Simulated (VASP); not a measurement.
# RbGe6 (Im-3m) in VASP: relaxation of cell and atoms with PBE

Aim: the relaxation of cell and atoms of RbGe6 with PBE.

Program: VASP 6.6.1. These are calculated values, not measurements. Logs are shortened: lines on timing, memory, paths and dates and some standing lists are left out, and cuts for length are marked.

### Step 1. The cell of the first run

The structure is cubic, space group Im-3m (No. 229). The conventional cell has a = 7.195 Å, b = 7.195 Å, c = 7.195 Å, α = 90.00°, β = 90.00°, γ = 90.00°. Within 5.3 Å of Rb (site symmetry m-3m) lie 24 Ge at 4.02 Å. Within 3.4 Å of Ge (site symmetry -4m2) lie 4 Ge at 2.54 Å.

### Step 2. Relaxation of cell and atoms, PBE

Input file INCAR:

```
PREC = Accurate ; ENCUT = 600
EDIFF = 1E-7 ; ISMEAR = 0
SIGMA = 0.1 ; LREAL = F
LASPH = T ; NELM = 100
ALGO = Normal ; ISIF = 3
LWAVE = F ; LCHARG = F
GGA = PE ; IBRION = 2
NSW = 100 ; EDIFFG = -0.01
```

Input file KPOINTS:

```
Automatic mesh
0
Gamma
  8 8 8
```

Input file POSCAR:

```
RbGe6
1.0
   -3.5975991416      3.5975991416      3.5975991416
    3.5975991416     -3.5975991416      3.5975991416
    3.5975991416      3.5975991416     -3.5975991416
Rb Ge
1 6
Direct
    0.0000000000      0.0000000000      0.0000000000
    0.5000000000      0.7500000000      0.2500000000
    0.7500000000      0.2500000000      0.5000000000
    0.7500000000      0.5000000000      0.2500000000
    0.5000000000      0.2500000000      0.7500000000
    0.2500000000      0.7500000000      0.5000000000
    0.2500000000      0.5000000000      0.7500000000
```

Potentials or basis: VASP PAW PBE potentials, release 64 (Rb_sv, Ge_d).

Started as:

```sh
> cat potpaw_PBE.64/Rb_sv/POTCAR potpaw_PBE.64/Ge_d/POTCAR > POTCAR
> mpirun -np 1 vasp_std > vasp.out
```

OUTCAR:

```text
PREC = Accurate
   ENCUT = 600
   EDIFF = 1E-7
   ISMEAR = 0
   LREAL = F
   LASPH = T
   NELM = 100
   ISIF = 3
   GGA = PE
   IBRION = 2
   NSW = 100
   EDIFFG = -0.01

 ion  position               nearest neighbor table
   1  0.000  0.000  0.000-   3 4.02   4 4.02   2 4.02   6 4.02   5 4.02   7 4.02   2 4.02   3 4.02
                             4 4.02   5 4.02   6 4.02   7 4.02   3 4.02   6 4.02   4 4.02   7 4.02
   2  0.500  0.750  0.250-   3 2.54   4 2.54   6 2.54   7 2.54   1 4.02   1 4.02   1 4.02   1 4.02

   3  0.750  0.250  0.500-   4 2.54   5 2.54   7 2.54   2 2.54   1 4.02   1 4.02   1 4.02   1 4.02

   4  0.750  0.500  0.250-   2 2.54   3 2.54   6 2.54   5 2.54   1 4.02   1 4.02   1 4.02   1 4.02

   5  0.500  0.250  0.750-   3 2.54   4 2.54   7 2.54   6 2.54   1 4.02   1 4.02   1 4.02   1 4.02

   6  0.250  0.750  0.500-   2 2.54   5 2.54   7 2.54   4 2.54   1 4.02   1 4.02   1 4.02   1 4.02

   7  0.250  0.500  0.750-   2 2.54   5 2.54   6 2.54   3 2.54   1 4.02   1 4.02   1 4.02   1 4.02

  LATTYP: Found a body centered cubic cell.
 ALAT       =     7.1951982832

  Lattice vectors:

 A1 = (  -3.5975991416,   3.5975991416,   3.5975991416)
 A2 = (   3.5975991416,  -3.5975991416,   3.5975991416)
 A3 = (   3.5975991416,   3.5975991416,  -3.5975991416)

Analysis of symmetry for initial positions (statically):
=====================================================================
 Subroutine PRICEL returns:
 Original cell was already a primitive cell.

 Routine SETGRP: Setting up the symmetry group for a
 body centered cubic supercell.

 Subroutine GETGRP returns: Found 48 space group operations
 (whereof 48 operations were pure point group operations)
 out of a pool of 48 trial point group operations.

The static configuration has the point symmetry O_h .

Analysis of symmetry for dynamics (positions and initial velocities):
=====================================================================
 Subroutine PRICEL returns:
 Original cell was already a primitive cell.

 Routine SETGRP: Setting up the symmetry group for a
 body centered cubic supercell.

 Subroutine GETGRP returns: Found 48 space group operations
 (whereof 48 operations were pure point group operations)
 out of a pool of 48 trial point group operations.

The dynamic configuration has the point symmetry O_h .

 Subroutine INISYM returns: Found 48 space group operations
 (whereof 48 operations are pure point group operations),
 and found     1 'primitive' translations

----------------------------------------------------------------------------------------

                                     Primitive cell

  volume of cell :     186.2509

  direct lattice vectors                    reciprocal lattice vectors
    -3.597599142  3.597599142  3.597599142     0.000000000  0.138981576  0.138981576
     3.597599142 -3.597599142  3.597599142     0.138981576  0.000000000  0.138981576
     3.597599142  3.597599142 -3.597599142     0.138981576  0.138981576  0.000000000

  length of vectors
     6.231224499  6.231224499  6.231224499     0.196549630  0.196549630  0.196549630

  position of ions in fractional coordinates (direct lattice)
     0.000000000  0.000000000  0.000000000
     0.500000000  0.750000000  0.250000000
     0.750000000  0.250000000  0.500000000
     0.750000000  0.500000000  0.250000000
     0.500000000  0.250000000  0.750000000
     0.250000000  0.750000000  0.500000000
     0.250000000  0.500000000  0.750000000

  ion indices of the primitive-cell ions
   primitive index   ion index
                 1           1
                 2           2
                 3           3
                 4           4
                 5           5
                 6           6
                 7           7

----------------------------------------------------------------------------------------

 KPOINTS: Automatic mesh

Automatic generation of k-mesh.
 Grid dimensions read from file:
 generate k-points for:    8    8    8

 Generating k-lattice:

  Cartesian coordinates                     Fractional coordinates (reciprocal lattice)
     0.000000000  0.017372697  0.017372697     0.125000000  0.000000000  0.000000000
     0.017372697  0.000000000  0.017372697     0.000000000  0.125000000  0.000000000
     0.017372697  0.017372697  0.000000000     0.000000000  0.000000000  0.125000000

  Length of vectors
[... 41 lines left out ...]
   dimension x,y,z NGXF=   100 NGYF=  100 NGZF=  100
   ions per type =               1   6
   NGX,Y,Z   is equivalent  to a cutoff of  13.34, 13.34, 13.34 a.u.
   NGXF,Y,Z  is equivalent  to a cutoff of  26.68, 26.68, 26.68 a.u.
 SYSTEM =  unknown system
   PREC   = accura    normal or accurate (medium, high low for compatibility)
   ISTART =      0    job   : 0-new  1-cont  2-samecut
   ICHARG =      2    charge: 1-file 2-atom 10-const
   ISPIN  =      1    spin polarized calculation?
   LNONCOLLINEAR =      F non collinear calculations
   LSORBIT =      F    spin-orbit coupling
   LASPH  =      T    aspherical Exc in radial PAW
   ENCUT  =  600.0 eV  44.10 Ry    6.64 a.u.  12.45 12.45 12.45*2*pi/ulx,y,z
   NELM   =    100;   NELMIN=  2; NELMDL= -5     # of ELM steps
   EDIFF  = 0.1E-06   stopping-criterion for ELM
   LREAL  =      F    real-space projection
   EDIFFG = -.1E-01   stopping-criterion for IOM
   NSW    =    100    number of steps for IOM
   IBRION =      2    ionic relax: 0-MD 1-quasi-New 2-CG
   NFREE  =      1    steps in history (QN), initial steepest desc. (CG)
   ISIF   =      3    stress and relaxation
   ISYM   =      2    0-nonsym 1-usesym 2-fastsym
   POTIM  = 0.5000    time-step for ionic-motion
   TEBEG  =    0.0;   TEEND  =   0.0 temperature during run
   PSTRESS=    0.0 pullay stress
   NELECT =      93.0000    total number of electrons
   NUPDOWN=      -1.0000    fix difference up-down
   EMIN   =  10.00;   EMAX   =-10.00  energy-range for DOS
   EFERMI =   0.00;   METHOD = LEGACY
   ISMEAR =     0;   SIGMA  =   0.10  broadening in eV -4-tet -1-fermi 0-gaus
   EFERMI_NEDOS =   21; number of points for ismear=-14 and -15
   IALGO  =     38    algorithm
   IMIX   =      4    mixing-type and parameters
     AMIX     =   0.40;   BMIX     =  1.00
     AMIX_MAG =   1.60;   BMIX_MAG =  1.00
  volume/ion in A,a.u.               =      26.61       179.55
  Fermi-wavevector in a.u.,A,eV,Ry     =   1.298782  2.454343 22.950792  1.686836
  Thomas-Fermi vector in A             =   2.430088
   LORBIT       =      0    0 simple, 1 ext, 2 COOP (PROOUT), +10 PAW based schemes
   GGA     = PE    functional components
   LHFCALC =     F    Hartree Fock is set to
   AEXX    =    0.0000 exact exchange contribution
   IVDW    =     0    specifies the selected vdW correction
   LEPSILON=     F    determine dielectric tensor
   LRPA    =     F    only Hartree local field effects (RPA)
 conjugate gradient relaxation of ions
 non-spin polarized calculation
 Gauss-broadening in eV      SIGMA  =   0.10
  energy-cutoff  :      600.00
  volume of cell :      186.25
 maximum number of plane-waves:      6339
 NGX is ok and might be reduce to    50
   NGX = 25   NGY = 25   NGZ = 25

--------------------------------------- Ionic step        1  -------------------------------------------

 number of electron      92.9999998 magnetization

 Free energy of the ion-electron system (eV)
  ---------------------------------------------------
  ext. energy  EPLUGINS =         0.00000000
  ---------------------------------------------------
  free energy    TOTEN  =       -28.19703808 eV

  energy without entropy =      -28.18361217  energy(sigma->0) =      -28.19032512

------------------------ aborting loop because EDIFF is reached ----------------------------------------

  FORCE on cell =-STRESS in cart. coord.  units (eV):
  Direction    XX          YY          ZZ          XY          YZ          ZX
  --------------------------------------------------------------------------------------
  -------------------------------------------------------------------------------------
  Total        0.0833405      0.0833405      0.0833405     -0.0000000      0.0000000     -0.0000000
  in kB        0.7169161      0.7169161      0.7169161     -0.0000000      0.0000000     -0.0000000
  external PRESSURE =       0.7169161 kB  Pullay stress =       0.0000000 kB

 VOLUME and BASIS-vectors are now :
 -----------------------------------------------------------------------------
  energy-cutoff  :      600.00
  volume of cell :      186.25
      direct lattice vectors                 reciprocal lattice vectors
    -3.597599142  3.597599142  3.597599142     0.000000000  0.138981576  0.138981576
     3.597599142 -3.597599142  3.597599142     0.138981576  0.000000000  0.138981576
     3.597599142  3.597599142 -3.597599142     0.138981576  0.138981576  0.000000000

 POSITION                                       TOTAL-FORCE (eV/Angst)
 -----------------------------------------------------------------------------------
      0.00000      0.00000      0.00000         0.000000      0.000000      0.000000
      1.79880      0.00000      3.59760        -0.000000      0.000000     -0.000000
      0.00000      3.59760      1.79880         0.000000     -0.000000     -0.000000
      0.00000      1.79880      3.59760        -0.000000      0.000000     -0.000000
      1.79880      3.59760      0.00000        -0.000000     -0.000000      0.000000
      3.59760      0.00000      1.79880         0.000000     -0.000000     -0.000000
      3.59760      1.79880      0.00000        -0.000000      0.000000      0.000000
 -----------------------------------------------------------------------------------
    total drift:                               -0.000000      0.000000     -0.000000

  FREE ENERGIE OF THE ION-ELECTRON SYSTEM (eV)
  ---------------------------------------------------
  free  energy   TOTEN  =       -28.1970380767 eV

  energy  without entropy=      -28.1836121705  energy(sigma->0) =      -28.19032512

--------------------------------------- Ionic step        2  -------------------------------------------

 number of electron      93.0000006 magnetization

 Free energy of the ion-electron system (eV)
  ---------------------------------------------------
  ext. energy  EPLUGINS =         0.00000000
  ---------------------------------------------------
  free energy    TOTEN  =       -28.19712131 eV

  energy without entropy =      -28.18365932  energy(sigma->0) =      -28.19039032

 E-fermi :   4.0110     XC(G=0):  -9.2076

 val. band max:        3.9765082342   @ k =   0.5000   0.5000   0.3750
 cond. band min:       4.0275540687   @ k =   0.2500   0.1250   0.0000
 fundamental gap:      0.0510458344
 Fermi energy:         4.0109977536

 k-point     1 :       0.0000    0.0000    0.0000
  band No.  band energies     occupation
      1     -24.0203      2.00000
      2     -20.9270      2.00000
      3     -20.9270      2.00000
      4     -20.9270      2.00000
      5     -20.9117      2.00000
      6     -20.8965      2.00000
[... 1381 lines left out ...]
     54       7.8120      0.00000
     55       8.1665      0.00000

 [... further k-points ...]

------------------------ aborting loop because EDIFF is reached ----------------------------------------

  FORCE on cell =-STRESS in cart. coord.  units (eV):
  Direction    XX          YY          ZZ          XY          YZ          ZX
  --------------------------------------------------------------------------------------
  -------------------------------------------------------------------------------------
  Total        0.0063839      0.0063839      0.0063839      0.0000000      0.0000000     -0.0000000
  in kB        0.0548217      0.0548217      0.0548217      0.0000000      0.0000000     -0.0000000
  external PRESSURE =       0.0548217 kB  Pullay stress =       0.0000000 kB

 VOLUME and BASIS-vectors are now :
 -----------------------------------------------------------------------------
  energy-cutoff  :      600.00
  volume of cell :      186.57
      direct lattice vectors                 reciprocal lattice vectors
    -3.599665483  3.599665483  3.599665483     0.000000000  0.138901796  0.138901796
     3.599665483 -3.599665483  3.599665483     0.138901796  0.000000000  0.138901796
     3.599665483  3.599665483 -3.599665483     0.138901796  0.138901796  0.000000000

 POSITION                                       TOTAL-FORCE (eV/Angst)
 -----------------------------------------------------------------------------------
      0.00000      0.00000      0.00000         0.000000     -0.000000      0.000000
      1.79983     -0.00000      3.59967         0.000000     -0.000000     -0.000000
     -0.00000      3.59967      1.79983        -0.000000      0.000000      0.000000
     -0.00000      1.79983      3.59967        -0.000000      0.000000      0.000000
      1.79983      3.59967      0.00000        -0.000000      0.000000     -0.000000
      3.59967     -0.00000      1.79983         0.000000      0.000000      0.000000
      3.59967      1.79983      0.00000        -0.000000      0.000000      0.000000
 -----------------------------------------------------------------------------------
    total drift:                               -0.000000      0.000000     -0.000000

  FREE ENERGIE OF THE ION-ELECTRON SYSTEM (eV)
  ---------------------------------------------------
  free  energy   TOTEN  =       -28.1971213147 eV

  energy  without entropy=      -28.1836593240  energy(sigma->0) =      -28.19039032

 reached required accuracy - stopping structural energy minimisation
```

Run time: 8.2 min. Hardware: 1 thread of Intel Xeon Platinum 8375C at 2.90GHz (Ice Lake), shared host; peak memory 0.54 GiB.

What came out:

| Property | Result |
| --- | --- |
| Free energy | -28.1971 eV |
| Relaxed volume | 26.65 Å³/atom |
| Relaxed cell | a = 6.235 Å, b = 6.235 Å, c = 6.235 Å, α = 109.47°, β = 109.47°, γ = 109.47° |
| Space group after relaxing (to 0.05 Å) | Im-3m (No. 229) |
| Energy gained by relaxing | 0.0 meV/atom |
| Ionic steps | 2 |
| Pressure after relaxing | 0.0 GPa |

Final structure:
```
Rb Ge
1.0
    -3.59967    3.59967    3.59967
     3.59967   -3.59967    3.59967
     3.59967    3.59967   -3.59967
Rb Ge
1 6
Cartesian
  0.0000 0.0000 0.0000
  1.7998 0.0000 3.5997
  0.0000 3.5997 1.7998
  0.0000 1.7998 3.5997
  1.7998 3.5997 0.0000
  3.5997 0.0000 1.7998
  3.5997 1.7998 0.0000
```

Levels at points of the mesh, in eV from the Fermi level:
| k point | band 42 | band 43 | band 44 | band 45 | band 46 | band 47 | band 48 | band 49 | band 50 | band 51 |
| --- | --- | --- | --- | --- | --- | --- | --- | --- | --- | --- |
| (0.00, 0.00, 0.00) | -3.10 | -3.10 | -2.34 | -2.34 | -2.34 | 0.78 | 0.78 | 1.90 | 1.90 | 1.90 |
| (0.50, 0.00, 0.00) | -3.67 | -3.44 | -2.33 | -1.69 | -1.12 | 0.09 | 1.02 | 1.44 | 1.62 | 2.23 |
| (0.50, 0.50, 0.50) | -2.26 | -2.26 | -1.28 | -0.41 | -0.41 | -0.41 | -0.39 | -0.39 | -0.39 | 2.45 |
